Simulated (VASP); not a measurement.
# Si7Ge (P-43m) in VASP: notebook

Runs on Si7Ge. Level: LDA. Tasks: relaxation of the atoms, single point.

Everything below comes from runs of VASP 6.6.1. Logs are shortened: lines on timing, memory, paths and dates and some standing lists are left out, and cuts for length are marked.

## (1) The cell of the first run

The structure is cubic, space group P-43m (No. 215). The conventional cell has a = 5.425 Å, b = 5.425 Å, c = 5.425 Å, α = 90.00°, β = 90.00°, γ = 90.00°. Ge (site symmetry -43m) has 4 Si at 2.37 Å within 3.1 Å. Within 3.1 Å of Si (site symmetry -42m) lie 4 Si at 2.34 Å. Si (site symmetry 3m) has 3 Si at 2.34 Å and 1 Ge at 2.37 Å within 3.1 Å.

## (2) Relaxation of the atoms, LDA

INCAR

```
SYSTEM = Si7Ge
PREC = Accurate
ENCUT = 520
EDIFF = 1E-6
ISMEAR = 0
SIGMA = 0.01
LREAL = .False.
LASPH = .True.
NELM = 100
ALGO = Normal
ISIF = 2
LWAVE = .False.
LCHARG = .False.
IBRION = 2
NSW = 80
EDIFFG = -0.003
```

KPOINTS

```
Automatic mesh
0
Gamma
  6 6 6
  0 0 0
```

POSCAR

```
Si7Ge
1.0
    5.4252291532      0.0000000000      0.0000000000
    0.0000000000      5.4252291532      0.0000000000
    0.0000000000      0.0000000000      5.4252291532
Ge Si
1 7
Direct
    0.0000000000      0.0000000000      0.0000000000
    0.0000000000      0.5000000000      0.5000000000
    0.5000000000      0.0000000000      0.5000000000
    0.5000000000      0.5000000000      0.0000000000
    0.2524121000      0.2524121000      0.2524121000
    0.2524121000      0.7475879000      0.7475879000
    0.7475879000      0.2524121000      0.7475879000
    0.7475879000      0.7475879000      0.2524121000
```

Potentials or basis: VASP PAW LDA potentials, release 64 (Ge_d, Si).

Run with:

```sh
> cat potpaw_LDA.64/Ge_d/POTCAR potpaw_LDA.64/Si/POTCAR > POTCAR
> mpirun -np 1 vasp_std > vasp.out
```

OUTCAR:

```text
SYSTEM = Si7Ge
   PREC = Accurate
   ENCUT = 520
   EDIFF = 1E-6
   ISMEAR = 0
   LREAL = .False.
   LASPH = .True.
   NELM = 100
   ISIF = 2
   IBRION = 2
   NSW = 80
   EDIFFG = -0.003

 ion  position               nearest neighbor table
   1  0.000  0.000  0.000-   5 2.37   6 2.37   7 2.37   8 2.37
   2  0.000  0.500  0.500-   5 2.34   6 2.34   7 2.34   8 2.34
   3  0.500  0.000  0.500-   5 2.34   6 2.34   7 2.34   8 2.34
   4  0.500  0.500  0.000-   5 2.34   6 2.34   7 2.34   8 2.34
   5  0.252  0.252  0.252-   2 2.34   3 2.34   4 2.34   1 2.37
   6  0.252  0.748  0.748-   2 2.34   3 2.34   4 2.34   1 2.37
   7  0.748  0.252  0.748-   2 2.34   3 2.34   4 2.34   1 2.37
   8  0.748  0.748  0.252-   2 2.34   3 2.34   4 2.34   1 2.37

  LATTYP: Found a simple cubic cell.
 ALAT       =     5.4252291532

  Lattice vectors:

 A1 = (   5.4252291532,   0.0000000000,   0.0000000000)
 A2 = (   0.0000000000,   5.4252291532,   0.0000000000)
 A3 = (   0.0000000000,   0.0000000000,   5.4252291532)

Analysis of symmetry for initial positions (statically):
=====================================================================
 Subroutine PRICEL returns:
 Original cell was already a primitive cell.

 Routine SETGRP: Setting up the symmetry group for a
 simple cubic supercell.

 Subroutine GETGRP returns: Found 24 space group operations
 (whereof 24 operations were pure point group operations)
 out of a pool of 48 trial point group operations.

The static configuration has the point symmetry T_d .

Analysis of symmetry for dynamics (positions and initial velocities):
=====================================================================
 Subroutine PRICEL returns:
 Original cell was already a primitive cell.

 Routine SETGRP: Setting up the symmetry group for a
 simple cubic supercell.

 Subroutine GETGRP returns: Found 24 space group operations
 (whereof 24 operations were pure point group operations)
 out of a pool of 48 trial point group operations.

The dynamic configuration has the point symmetry T_d .

 Subroutine INISYM returns: Found 24 space group operations
 (whereof 24 operations are pure point group operations),
 and found     1 'primitive' translations

----------------------------------------------------------------------------------------

                                     Primitive cell

  volume of cell :     159.6814

  direct lattice vectors                    reciprocal lattice vectors
     5.425229153  0.000000000  0.000000000     0.184324011  0.000000000  0.000000000
     0.000000000  5.425229153  0.000000000     0.000000000  0.184324011  0.000000000
     0.000000000  0.000000000  5.425229153     0.000000000  0.000000000  0.184324011

  length of vectors
     5.425229153  5.425229153  5.425229153     0.184324011  0.184324011  0.184324011

  position of ions in fractional coordinates (direct lattice)
     0.000000000  0.000000000  0.000000000
     0.000000000  0.500000000  0.500000000
     0.500000000  0.000000000  0.500000000
     0.500000000  0.500000000  0.000000000
     0.252412100  0.252412100  0.252412100
     0.252412100  0.747587900  0.747587900
     0.747587900  0.252412100  0.747587900
     0.747587900  0.747587900  0.252412100

  ion indices of the primitive-cell ions
   primitive index   ion index
                 1           1
                 2           2
                 3           3
                 4           4
                 5           5
                 6           6
                 7           7
[... 81 lines left out ...]
   EMIN   =  10.00;   EMAX   =-10.00  energy-range for DOS
   EFERMI =   0.00;   METHOD = LEGACY
   ISMEAR =     0;   SIGMA  =   0.01  broadening in eV -4-tet -1-fermi 0-gaus
   EFERMI_NEDOS =   21; number of points for ismear=-14 and -15
   IALGO  =     38    algorithm
   IMIX   =      4    mixing-type and parameters
     AMIX     =   0.40;   BMIX     =  1.00
     AMIX_MAG =   1.60;   BMIX_MAG =  1.00
  volume/ion in A,a.u.               =      19.96       134.70
  Fermi-wavevector in a.u.,A,eV,Ry     =   1.048914  1.982160 14.969407  1.100220
  Thomas-Fermi vector in A             =   2.183855
   LORBIT       =      0    0 simple, 1 ext, 2 COOP (PROOUT), +10 PAW based schemes
   GGA     = CA    functional components
   LHFCALC =     F    Hartree Fock is set to
   AEXX    =    0.0000 exact exchange contribution
   IVDW    =     0    specifies the selected vdW correction
   LEPSILON=     F    determine dielectric tensor
   LRPA    =     F    only Hartree local field effects (RPA)
 conjugate gradient relaxation of ions
 non-spin polarized calculation
 Gauss-broadening in eV      SIGMA  =   0.01
  energy-cutoff  :      520.00
  volume of cell :      159.68
 maximum number of plane-waves:      4337
   NGX = 21   NGY = 21   NGZ = 21

--------------------------------------- Ionic step        1  -------------------------------------------

 number of electron      41.9999974 magnetization

 Free energy of the ion-electron system (eV)
  ---------------------------------------------------
  ext. energy  EPLUGINS =         0.00000000
  ---------------------------------------------------
  free energy    TOTEN  =       -46.88803323 eV

  energy without entropy =      -46.88803323  energy(sigma->0) =      -46.88803323

------------------------ aborting loop because EDIFF is reached ----------------------------------------

  FORCE on cell =-STRESS in cart. coord.  units (eV):
  Direction    XX          YY          ZZ          XY          YZ          ZX
  --------------------------------------------------------------------------------------
  -------------------------------------------------------------------------------------
  Total        0.0401080      0.0401080      0.0401080      0.0000000      0.0000000      0.0000000
  in kB        0.4024268      0.4024268      0.4024268      0.0000000      0.0000000      0.0000000
  external PRESSURE =       0.4024268 kB  Pullay stress =       0.0000000 kB

 VOLUME and BASIS-vectors are now :
 -----------------------------------------------------------------------------
  energy-cutoff  :      520.00
  volume of cell :      159.68
      direct lattice vectors                 reciprocal lattice vectors
     5.425229153  0.000000000  0.000000000     0.184324011  0.000000000  0.000000000
     0.000000000  5.425229153  0.000000000     0.000000000  0.184324011  0.000000000
     0.000000000  0.000000000  5.425229153     0.000000000  0.000000000  0.184324011

 POSITION                                       TOTAL-FORCE (eV/Angst)
 -----------------------------------------------------------------------------------
      0.00000      0.00000      0.00000         0.000000     -0.000000      0.000000
      0.00000      2.71261      2.71261         0.000000     -0.000000      0.000000
      2.71261      0.00000      2.71261         0.000000     -0.000000      0.000000
      2.71261      2.71261      0.00000         0.000000     -0.000000     -0.000000
      1.36939      1.36939      1.36939         0.002677      0.002677      0.002677
      1.36939      4.05584      4.05584         0.002677     -0.002677     -0.002677
      4.05584      1.36939      4.05584        -0.002677      0.002677     -0.002677
      4.05584      4.05584      1.36939        -0.002677     -0.002677      0.002677
 -----------------------------------------------------------------------------------
    total drift:                               -0.000000     -0.000000     -0.000000

  FREE ENERGIE OF THE ION-ELECTRON SYSTEM (eV)
  ---------------------------------------------------
  free  energy   TOTEN  =       -46.8880332300 eV

  energy  without entropy=      -46.8880332300  energy(sigma->0) =      -46.88803323

--------------------------------------- Ionic step        2  -------------------------------------------

 number of electron      41.9999974 magnetization

 Free energy of the ion-electron system (eV)
  ---------------------------------------------------
  ext. energy  EPLUGINS =         0.00000000
  ---------------------------------------------------
  free energy    TOTEN  =       -46.88803574 eV

  energy without entropy =      -46.88803574  energy(sigma->0) =      -46.88803574

 E-fermi :   5.9403     XC(G=0):  -9.7776

 val. band max:        5.8081645770   @ k =   0.0000   0.0000   0.0000
 cond. band min:       6.0657878812   @ k =   0.0000   0.0000   0.0000
 fundamental gap:      0.2576233043
 Fermi energy:         5.9403199076

 k-point     1 :       0.0000    0.0000    0.0000
  band No.  band energies     occupation
      1     -18.4897      2.00000
      2     -18.4897      2.00000
      3     -18.4897      2.00000
      4     -18.4618      2.00000
      5     -18.4618      2.00000
      6      -6.3977      2.00000
[... 569 lines left out ...]
     25       7.2641      0.00000
     26       9.0014      0.00000

------------------------ aborting loop because EDIFF is reached ----------------------------------------

  FORCE on cell =-STRESS in cart. coord.  units (eV):
  Direction    XX          YY          ZZ          XY          YZ          ZX
  --------------------------------------------------------------------------------------
  -------------------------------------------------------------------------------------
  Total        0.0303272      0.0303272      0.0303272      0.0000000     -0.0000000     -0.0000000
  in kB        0.3042911      0.3042911      0.3042911      0.0000000     -0.0000000     -0.0000000
  external PRESSURE =       0.3042911 kB  Pullay stress =       0.0000000 kB

 VOLUME and BASIS-vectors are now :
 -----------------------------------------------------------------------------
  energy-cutoff  :      520.00
  volume of cell :      159.68
      direct lattice vectors                 reciprocal lattice vectors
     5.425229153  0.000000000  0.000000000     0.184324011  0.000000000  0.000000000
     0.000000000  5.425229153  0.000000000     0.000000000  0.184324011  0.000000000
     0.000000000  0.000000000  5.425229153     0.000000000  0.000000000  0.184324011

 POSITION                                       TOTAL-FORCE (eV/Angst)
 -----------------------------------------------------------------------------------
      0.00000      5.42523      0.00000         0.000000      0.000000     -0.000000
      0.00000      2.71261      2.71261        -0.000000      0.000000     -0.000000
      2.71261      5.42523      2.71261        -0.000000      0.000000     -0.000000
      2.71261      2.71261      5.42523        -0.000000      0.000000     -0.000000
      1.36952      1.36952      1.36952         0.000512      0.000512      0.000512
      1.36952      4.05571      4.05571         0.000512     -0.000512     -0.000512
      4.05571      1.36952      4.05571        -0.000512      0.000512     -0.000512
      4.05571      4.05571      1.36952        -0.000512     -0.000512      0.000512
 -----------------------------------------------------------------------------------
    total drift:                               -0.000000     -0.000000     -0.000000

  FREE ENERGIE OF THE ION-ELECTRON SYSTEM (eV)
  ---------------------------------------------------
  free  energy   TOTEN  =       -46.8880357407 eV

  energy  without entropy=      -46.8880357407  energy(sigma->0) =      -46.88803574

 reached required accuracy - stopping structural energy minimisation
```

It took 2 min on 1 thread of AMD EPYC 7R43 (Zen 3), shared host; peak memory 0.19 GiB.

What came out:

```yaml
Free_energy: -46.8880 eV
Energy_gained_by_relaxing: 0.0 meV/atom
Ionic_steps: 2
Pressure_after_relaxing: 0.0 GPa
Band_gap_on_the_k_mesh: 0.26 eV, direct
```

Final structure:
```cif
data_structure
_symmetry_space_group_name_H-M 'P 1'
_symmetry_Int_Tables_number 1
_cell_length_a 5.4252
_cell_length_b 5.4252
_cell_length_c 5.4252
_cell_angle_alpha 90.000
_cell_angle_beta 90.000
_cell_angle_gamma 90.000
_cell_volume 159.68
loop_
_atom_site_label
_atom_site_type_symbol
_atom_site_fract_x
_atom_site_fract_y
_atom_site_fract_z
_atom_site_occupancy
Ge1 Ge 0.00000 0.00000 0.00000 1
Si1 Si 0.00000 0.50000 0.50000 1
Si2 Si 0.50000 0.00000 0.50000 1
Si3 Si 0.50000 0.50000 0.00000 1
Si4 Si 0.25244 0.25244 0.25244 1
Si5 Si 0.25244 0.74756 0.74756 1
Si6 Si 0.74756 0.25244 0.74756 1
Si7 Si 0.74756 0.74756 0.25244 1
```

Levels at points of the mesh, in eV from the valence-band top:
```
           k point  band 18  band 19  band 20  band 21  band 22  band 23  band 24  band 25
(0.00, 0.00, 0.00)    -2.91     0.00     0.00     0.00     0.26     0.65     0.65     0.65
(0.50, 0.00, 0.00)    -1.99    -1.99    -1.88    -1.88     0.93     1.10     3.02     3.04
(0.50, 0.50, 0.00)    -1.48    -1.36    -1.30    -1.30     2.27     2.27     2.35     2.53
(0.50, 0.50, 0.50)    -1.28    -1.12    -1.12    -1.12     0.99     1.46     1.46     1.46
```

A k mesh can miss the band edges.

## (3) Single point, LDA

INCAR

```
SYSTEM = Si7Ge
PREC = Accurate
ENCUT = 520
EDIFF = 1E-6
ISMEAR = 0
SIGMA = 0.01
LREAL = .FALSE.
LASPH = .TRUE.
NELM = 60
ALGO = Normal
ISIF = 2
LWAVE = .FALSE.
LCHARG = .FALSE.
GGA = CA
NBANDS = 31
```

KPOINTS

```
Automatic mesh
0
G
  6 6 6
  0 0 0
```

POSCAR is that of step 2.

Potentials or basis: VASP PAW LDA potentials, release 64 (Ge_d, Si).

Run with:

```sh
> cat potpaw_LDA.64/Ge_d/POTCAR potpaw_LDA.64/Si/POTCAR > POTCAR
> mpirun -np 1 vasp_std > vasp.out
```

OUTCAR:

```text
SYSTEM = Si7Ge
   PREC = Accurate
   ENCUT = 520
   EDIFF = 1E-6
   ISMEAR = 0
   LREAL = .FALSE.
   LASPH = .TRUE.
   NELM = 60
   ISIF = 2
   GGA = CA

 ion  position               nearest neighbor table
   1  0.000  0.000  0.000-   5 2.37   6 2.37   7 2.37   8 2.37
   2  0.000  0.500  0.500-   5 2.34   6 2.34   7 2.34   8 2.34
   3  0.500  0.000  0.500-   5 2.34   6 2.34   7 2.34   8 2.34
   4  0.500  0.500  0.000-   5 2.34   6 2.34   7 2.34   8 2.34
   5  0.252  0.252  0.252-   2 2.34   3 2.34   4 2.34   1 2.37
   6  0.252  0.748  0.748-   2 2.34   3 2.34   4 2.34   1 2.37
   7  0.748  0.252  0.748-   2 2.34   3 2.34   4 2.34   1 2.37
   8  0.748  0.748  0.252-   2 2.34   3 2.34   4 2.34   1 2.37

  LATTYP: Found a simple cubic cell.
 ALAT       =     5.4252291532

  Lattice vectors:

 A1 = (   5.4252291532,   0.0000000000,   0.0000000000)
 A2 = (   0.0000000000,   5.4252291532,   0.0000000000)
 A3 = (   0.0000000000,   0.0000000000,   5.4252291532)

Analysis of symmetry for initial positions (statically):
[... 185 lines left out ...]
 Fermi energy:         5.9357985218

 k-point     1 :       0.0000    0.0000    0.0000
  band No.  band energies     occupation
      1     -18.4908      2.00000
      2     -18.4908      2.00000
      3     -18.4908      2.00000
      4     -18.4629      2.00000
      5     -18.4629      2.00000
      6      -6.3978      2.00000
[... 669 lines left out ...]
     30       9.1681      0.00000
     31       9.1681      0.00000

------------------------ aborting loop because EDIFF is reached ----------------------------------------

  FORCE on cell =-STRESS in cart. coord.  units (eV):
  Direction    XX          YY          ZZ          XY          YZ          ZX
  --------------------------------------------------------------------------------------
  -------------------------------------------------------------------------------------
  Total        0.0418566      0.0418566      0.0418566      0.0000000      0.0000000      0.0000000
  in kB        0.4199723      0.4199723      0.4199723      0.0000000      0.0000000      0.0000000
  external PRESSURE =       0.4199723 kB  Pullay stress =       0.0000000 kB

 VOLUME and BASIS-vectors are now :
 -----------------------------------------------------------------------------
  energy-cutoff  :      520.00
  volume of cell :      159.68
      direct lattice vectors                 reciprocal lattice vectors
     5.425229153  0.000000000  0.000000000     0.184324011  0.000000000  0.000000000
     0.000000000  5.425229153  0.000000000     0.000000000  0.184324011  0.000000000
     0.000000000  0.000000000  5.425229153     0.000000000  0.000000000  0.184324011

 POSITION                                       TOTAL-FORCE (eV/Angst)
 -----------------------------------------------------------------------------------
      0.00000      0.00000      0.00000         0.000000      0.000000     -0.000000
      0.00000      2.71261      2.71261         0.000000      0.000000     -0.000000
      2.71261      0.00000      2.71261         0.000000      0.000000     -0.000000
      2.71261      2.71261      0.00000         0.000000     -0.000000     -0.000000
      1.36939      1.36939      1.36939         0.002681      0.002681      0.002681
      1.36939      4.05584      4.05584         0.002681     -0.002681     -0.002681
      4.05584      1.36939      4.05584        -0.002681      0.002681     -0.002681
      4.05584      4.05584      1.36939        -0.002681     -0.002681      0.002681
 -----------------------------------------------------------------------------------
    total drift:                               -0.000000     -0.000000     -0.000000

  FREE ENERGIE OF THE ION-ELECTRON SYSTEM (eV)
  ---------------------------------------------------
  free  energy   TOTEN  =       -46.8880332346 eV

  energy  without entropy=      -46.8880332346  energy(sigma->0) =      -46.88803323
```

stdout:

```text
POSCAR found type information on POSCAR GeSi
 POSCAR found :  2 types and       8 ions
 scaLAPACK will be used
 LDA part: xc-table for (Slater(with rela. corr.)+CA(PZ))
 , standard interpolation
 POSCAR, INCAR and KPOINTS ok, starting setup
 FFT: planning ... GRIDC
 FFT: planning ... GRID_SOFT
 FFT: planning ... GRID
 WAVECAR not read
 entering main loop
```

It took 70 s on 1 thread of Intel Xeon Platinum 8124M at 3.00GHz (Skylake/Cascade Lake), shared host; peak memory 0.24 GiB.

What came out:

```yaml
Free_energy: -46.8880 eV
Pressure: 0.0 GPa
Largest_force: 0.005 eV/Å
Band_gap_on_the_k_mesh: 0.26 eV, direct
```

Forces on the atoms (eV/Å):
```
Ge   0.000  0.000  0.000
Si   0.000  0.000  0.000
Si   0.000  0.000  0.000
Si   0.000  0.000  0.000
Si   0.003  0.003  0.003
Si   0.003 -0.003 -0.003
Si  -0.003  0.003 -0.003
Si  -0.003 -0.003  0.003
```
